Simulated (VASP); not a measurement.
The system is MoSe.

```xyz
2
Lattice="0.0000 2.8405 2.8405 2.8405 0.0000 2.8405 2.8405 2.8405 0.0000" Properties=species:S:1:pos:R:3 pbc="T T T"
Mo    0.0000    0.0000    0.0000
Se    1.4203    1.4203    1.4203
```

Base run:

```yaml
Program: VASP 6.6.1
Functional: PBE
Potentials_or_basis: VASP PAW PBE potentials, release 64 (Mo_sv, Se)
Cutoff: 520 eV
k_mesh: 10 × 10 × 10
Occupations: gaussian, width 0.05 eV
Spin: collinear spin, ferromagnetic start
Starting_moments: "[0.97, 0.0] μB"
```

Its results: pressure 0.1 GPa; net moment 1.18 μB per cell; site moments Mo +1.04; Se -0.02 μB.

Problem. The run is repeated on the same cell with these changes: functional from PBE to r2SCAN; moments at the start from [0.97, 0.0] to [3.0, 0.0]. What comes out?

Solution. Pressure -0.9 GPa; net moment 1.29 μB per cell; site moments Mo +1.18; Se -0.03 μB.

Caveats: the PAW data sets were made with another functional, which shifts forces and pressure a little (some runs).
